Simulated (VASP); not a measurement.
Write the native input for VASP 6.6.1 that does the following.

```
Task                   : relaxation of cell and atoms
Functional             : LDA
Potentials or basis    : VASP PAW LDA potentials, release 64 (B, Bi_d)
Cutoff                 : 600 eV
k mesh                 : 8 × 8 × 8
Occupations            : gaussian, width 0.1 eV
Spin                   : no spin polarisation
Dipole correction      : no
Further INCAR settings : ALGO = Normal; EDIFF = 1e-06; IBRION = 2; EDIFFG = -0.05; NSW = 100; ISIF = 3
```

The structure of BiB lies in POSCAR:

```
BiB
1.0
    0.0000000000      4.8844219921      3.0269378231
    1.7490549217      0.0000000000      3.0269378231
    1.7490549217      4.8844219921      0.0000000000
B Bi
1 1
Direct
    0.0000486500      0.0000486500      0.9999513500
    0.6666513400      0.6666513400      0.3333486600
```

These files were run (other wordings do the same):

INCAR

```
ALGO = Normal
EDIFF = 1E-6
EDIFFG = -0.05
ENCUT = 600
IBRION = 2
ISIF = 3
ISMEAR = 0
LASPH = T
LCHARG = F
LREAL = F
LWAVE = F
NELM = 100
NSW = 100
PREC = Accurate
SIGMA = 0.1
```

KPOINTS

```
k-points
0
Gamma
  8 8 8
```

Potentials or basis: VASP PAW LDA potentials, release 64 (B, Bi_d).

Launch:

```console
$ cat potpaw_LDA.64/B/POTCAR potpaw_LDA.64/Bi_d/POTCAR > POTCAR
$ mpirun -np 1 vasp_std > vasp.out
```

Results of the run:

| Property | Result |
| --- | --- |
| Relaxed volume | 23.79 Å³/atom |
| Relaxed cell | a = 5.003 Å, b = 3.809 Å, c = 4.228 Å, α = 76.79°, β = 47.84°, γ = 55.37° |
| Space group after relaxing (to 0.05 Å) | Fmm2 (No. 42) |
| Energy gained by relaxing | 457.3 meV/atom |
| Ionic steps | 16 |
| Pressure after relaxing | 0.0 GPa |
| Largest force after relaxing | 0.006 eV/Å |
| Band gap on the k mesh | zero (band 9 reaches 5.85 eV, above the bottom of band 10 at 5.26 eV) |

Caveat: spin-orbit coupling is left out, which moves the levels of the heavy elements; the relaxation stopped at a loose force limit of 0.05 eV/Å, so its end isn't a converged minimum.

It took 9 min on 1 thread of Intel(R) Xeon(R) Platinum 8559C (Emerald Rapids), with other jobs on the host, peak memory 0.26 GiB.
